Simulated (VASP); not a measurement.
A run of VASP 6.6.1 is set up as follows.

File INCAR:

```
PREC     = Accurate       # precision mode
ENCUT    = 520            # plane-wave cutoff, eV
EDIFF    = 1E-7           # SCF threshold, eV
ISMEAR   = 0              # smearing method
SIGMA    = 0.02           # smearing width, eV
LREAL    = F              # projectors in reciprocal space
LASPH    = T              # aspherical terms in the spheres
NELM     = 100            # most SCF steps
ALGO     = Normal         # electronic algorithm
ISIF     = 2              # what is computed and relaxed
LWAVE    = F              # write WAVECAR
LCHARG   = F              # write CHGCAR
GGA      = PS             # functional
IBRION   = 2              # ionic algorithm
NSW      = 60             # ionic steps
EDIFFG   = -0.008         # ionic threshold
```

The input KPOINTS:

```
Automatic mesh
0
Gamma
  12 12 2
```

POSCAR

```
Te2Mo
1.0
    3.4910750445      0.0000000000      0.0000000000
   -1.7455375222      3.0233596750      0.0000000000
    0.0000000000      0.0000000000     17.0006311357
Te Mo
2 1
Direct
    0.3333333333      0.6666666667      0.8955385598
    0.3333333333      0.6666666667      0.1044614402
    0.0000000000      0.0000000000      0.0000000000
```

Potentials or basis: VASP PAW PBE potentials, release 64 (Te, Mo_sv).

Run with:

```sh
$ cat potpaw_PBE.64/Te/POTCAR potpaw_PBE.64/Mo_sv/POTCAR > POTCAR
$ mpirun -np 1 vasp_std > vasp.out
```

**Question.** What does it give for the energy gained by relaxing?

**Answer.** 4.2 meV/atom.

**Question.** Predict the band gap on the k mesh.

**Answer.** 1.20 eV.

The path:
| step | energy change (eV) | largest force (eV/Å) | pressure (GPa) |
| --- | --- | --- | --- |
| 1 | 0.0000 | 0.4355 | 0.81 |
| 2 | -0.0116 | 0.1230 | 0.23 |
| 3 | -0.0127 | 0.0038 | -0.01 |

Caveat: the cell differs from its parent crystal (strain along c alone, the other axes held: -3.0 %); there is no dipole correction, which matters where the two faces differ; the PAW data sets were made with another functional, which shifts forces and pressure a little; spin-orbit coupling is left out, which moves the levels of the heavy elements.
